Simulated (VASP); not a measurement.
Re: single point with RPBE

Re:

```
Re
1.0
     0.00000    1.96468    1.96468
     1.96468    0.00000    1.96468
     1.96468    1.96468    0.00000
Re
1
Direct
  0.00000 0.00000 0.00000
```

This isn't the form of Re at room conditions, which is hcp.

```yaml
Program: VASP 6.6.1
Task: single point
Functional: RPBE
Potentials_or_basis: VASP PAW PBE potentials, release 64 (Re)
Cutoff: 520 eV
k_mesh: 23 × 23 × 23
Occupations: fermi-dirac, width 0.1 eV
Spin: no spin polarisation
Dipole_correction: no
Further_INCAR_settings: ALGO = Normal; EDIFF = 1e-07; NBANDS = 10
```

```
Pressure               : -0.8 GPa
Band gap on the k mesh : zero (an odd number of electrons rules out a gap without spin polarisation)
```

Levels at points of the mesh, in eV from the Fermi level:
| k point | band 1 | band 2 | band 3 | band 4 | band 5 | band 6 | band 7 | band 8 |
| --- | --- | --- | --- | --- | --- | --- | --- | --- |
| (0.00, 0.00, 0.00) | -9.92 | -1.84 | -1.84 | -1.84 | 1.21 | 1.21 | 13.83 | 19.34 |

Wall time 67 s on 1 thread of Intel Xeon 8259CL, with other jobs on the host, peak memory 0.19 GiB.

Caveat: the PAW data sets were made with another functional, which shifts forces and pressure a little; spin-orbit coupling is left out, which moves the levels of the heavy elements.
